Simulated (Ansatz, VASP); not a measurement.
One calculation of C, two programs

```xyz
2
Lattice="0.0000 1.7714 1.7714 1.7714 0.0000 1.7714 1.7714 1.7714 0.0000" Properties=species:S:1:pos:R:3 pbc="T T T"
C     1.7714    1.7714    1.7714
C     2.6571    2.6571    2.6571
```

Change from the starting cell: volume scaled by 0.98.

Alike in both runs: task single point; functional LDA; k mesh 20 × 20 × 20; occupations fermi-dirac, width 0.08 eV; no spin polarisation.

```csv
,VASP,Ansatz
version,VASP 6.6.1,Ansatz 0.2.0
potentials or method,"VASP PAW LDA potentials, release 64 (C), cutoff 520 eV","all-electron LAPW, scalar-relativistic"
```

```csv
,VASP,Ansatz,Ansatz less VASP
gap on the k mesh at the Fermi level (eV),4.15,4.16,+0.006
pressure (GPa),-2.8,-4.2,-1.44
```

LDA's correlation is that of Perdew and Zunger in VASP and of Perdew and Wang (1992) in Ansatz. Ansatz ran all-electron here, and VASP with PAW potentials.
